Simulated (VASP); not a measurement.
Runs of VASP 6.6.1 on KF. The structure is that of space group Fm-3m (No. 225), or close to it. The cells are those of the table. 

```csv
cell,gap on the mesh (eV),pressure (GPa)
"a = 3.828 Å, angles 60.0°, 2 atoms",(b),(c)
"a = 3.727 Å, angles 60.0°, 2 atoms",6.39,(a)
"a = 3.804 Å, angles 60.0°, 2 atoms",6.06,0.7
"a = 3.753 Å, angles 60.0°, 2 atoms",6.27,2.2
```

Alike in all rows: task single point; level PBE; potentials or basis VASP PAW PBE potentials, release 64 (K_sv, F); no spin polarisation; k mesh 6 × 6 × 6; cutoff (eV) 600; smearing gaussian 0.01 eV.

Q: Fill in the values left out.

A: (a) 3.0; (b) 5.97; (c) 0.1.

Caveats: the cell stands under pressure (at least some runs).

